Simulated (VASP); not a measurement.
Input of a VASP 6.6.1 run:

File INCAR:

```
ALGO = Normal
EDIFF = 1E-6
ENCUT = 520
ISIF = 2
ISMEAR = -1
LASPH = T
LCHARG = F
LREAL = F
LWAVE = F
NBANDS = 12
NELM = 80
PREC = Accurate
SIGMA = 0.1
```

Contents of KPOINTS:

```
k-points
0
Gamma
  11 11 11
```

Contents of POSCAR:

```
Y
1.0
    3.2617933990      0.0000000000      0.0000000000
    0.0000000000      3.2617933990      0.0000000000
    0.0000000000      0.0000000000      3.2617933990
Y
1
Direct
    0.0000000000      0.0000000000      0.0000000000
```

Potentials or basis: VASP PAW LDA potentials, release 64 (Y_sv).

Command:

```sh
$ cat potpaw_LDA.64/Y_sv/POTCAR > POTCAR
$ mpirun -np 1 vasp_std > vasp.out
```

(1) Estimate the pressure.

Answers

(1) -3.1 GPa.
